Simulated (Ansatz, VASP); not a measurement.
# BN: VASP beside Ansatz

Contents of POSCAR:

```
BN
1.0
    2.5439500013      0.0000000000      0.0000000000
   -1.2719750007      2.2031253271      0.0000000000
    0.0000000000      0.0000000000      4.2078153363
B N
2 2
Direct
    0.3333333333      0.6666666667      0.0002034648
    0.6666666667      0.3333333333      0.5002034648
    0.3333333333      0.6666666667      0.3747965352
    0.6666666667      0.3333333333      0.8747965352
```

Contents of INCAR.step1:

```
PREC = Accurate ; ENCUT = 520
EDIFF = 1E-5 ; ISMEAR = 0
SIGMA = 0.01 ; LREAL = F
LASPH = T ; NELM = 80
ALGO = Normal ; ISIF = 2
LWAVE = T ; LCHARG = F
NBANDS = 16 ; GGA = PE
```

Contents of INCAR.step2:

```
PREC = Accurate ; ENCUT = 520
EDIFF = 1E-7 ; ISMEAR = 0
SIGMA = 0.01 ; LREAL = F
LASPH = T ; NELM = 80
ALGO = Normal ; ISIF = 2
LWAVE = F ; LCHARG = F
GGA = PE ; LHFCALC = T
AEXX = 0.5 ; HFSCREEN = 0.3
PRECFOCK = Normal ; NBANDS = 16
ISTART = 1
```

Contents of KPOINTS:

```
regular mesh
0
Gamma
  6 6 4
```

Input for Ansatz:

```yaml
crystal:
  lattice:
    - [2.5439500013, 0.0, 0.0]
    - [-1.2719750007, 2.2031253271, 0.0]
    - [0.0, 0.0, 4.2078153363]
  atoms:
    - { symbol: B, position: [0.3333333333, 0.6666666667, 0.0002034648] }
    - { symbol: B, position: [0.6666666667, 0.3333333333, 0.5002034648] }
    - { symbol: "N", position: [0.3333333333, 0.6666666667, 0.3747965352] }
    - { symbol: "N", position: [0.6666666667, 0.3333333333, 0.8747965352] }
kpoints:
  mp_grid: { grid: [6, 6, 4] }
hamiltonian:
  xc: { exchange: pbe, correlation: pbe, exx: { coeff: 0.5, omega: 0.3 } }
scf:
  occupations: { method: fixed }
  n_extra_bands: 5
output:
  forces: true
  stress: true
  eigenvalues: true
```

Alike in both runs: task single point; functional PBE-based screened hybrid; k mesh 6 × 6 × 4; no spin polarisation.

|  | VASP | Ansatz |
| --- | --- | --- |
| version | VASP 6.6.1 | Ansatz 0.2.0 |
| potentials or method | VASP PAW PBE potentials, release 64 (B, N) | plane waves |
| plane-wave cutoff (eV) | 520 | 420 |
| occupations | gaussian, width 0.01 eV | fixed |
| valence electrons in the cell | 16 | 16 |

|  | VASP | Ansatz | Ansatz less VASP |
| --- | --- | --- | --- |
| gap on the k mesh at the Fermi level (eV) | 7.40 | 7.42 | +0.021 |
| pressure (GPa) | -11.8 | -12.4 | -0.64 |
| traceless stress, the component that is largest in VASP (GPa) | -0.71 | -0.69 | +0.023 |
| rms of the force components (eV/Å) | 0.018 | 0.020 | +0.0020 |

VASP's potentials were made for PBE, not for PBE-based screened hybrid. Atom by atom the forces differ by 0.002 eV/Å (rms over components). Ansatz's warnings: stress exchange threshold loose, stress scf threshold loose.

The k mesh is coarse, so the values compare programs but aren't converged.
